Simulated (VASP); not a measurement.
Write the native input for VASP 6.6.1 that does the following.

* Task: single point
* Functional: PBE
* Potentials or basis: VASP PAW PBE potentials, release 64 (Co, H)
* Cutoff: 520 eV
* k mesh: 18 × 18 × 6
* Occupations: gaussian, width 0.1 eV
* Spin: no spin polarisation
* Dipole correction: no
* Further INCAR settings: ALGO = Normal; EDIFF = 1e-06; NBANDS = 14

The structure of CoH4 lies in POSCAR:

```
CoH4
1.0
    2.3768162588      0.0000000000      0.0000000000
   -1.1884081294      2.0583832602      0.0000000000
    0.0000000000      0.0000000000      8.4471675039
Co H
1 4
Direct
    0.0000000000      0.0000000000      0.0000000000
    0.3333333333      0.6666666667      0.8862173909
    0.3333333333      0.6666666667      0.5000133193
    0.6666666667      0.3333333333      0.1137826091
    0.6666666667      0.3333333333      0.4999866807
```

These files were run (other wordings do the same):

INCAR

```
ALGO = Normal
EDIFF = 1E-6
ENCUT = 520
GGA = PE
ISIF = 2
ISMEAR = 0
LASPH = T
LCHARG = F
LREAL = F
LWAVE = F
NBANDS = 14
NELM = 60
PREC = Accurate
SIGMA = 0.1
```

KPOINTS

```
k-points
0
Gamma
  18 18 6
```

Potentials or basis: VASP PAW PBE potentials, release 64 (Co, H).

Run with:

```sh
$ cat potpaw_PBE.64/Co/POTCAR potpaw_PBE.64/H/POTCAR > POTCAR
$ mpirun -np 1 vasp_std > vasp.out
```

Results of the run:

```json
{"Pressure": "-0.3 GPa", "Largest force": "0.005 eV/Å"}
```

Run time: 100 s on 1 thread of Intel(R) Xeon(R) Platinum 8259CL CPU @ 2.50GHz (Skylake/Cascade Lake) (shared host), peak memory 0.24 GiB.
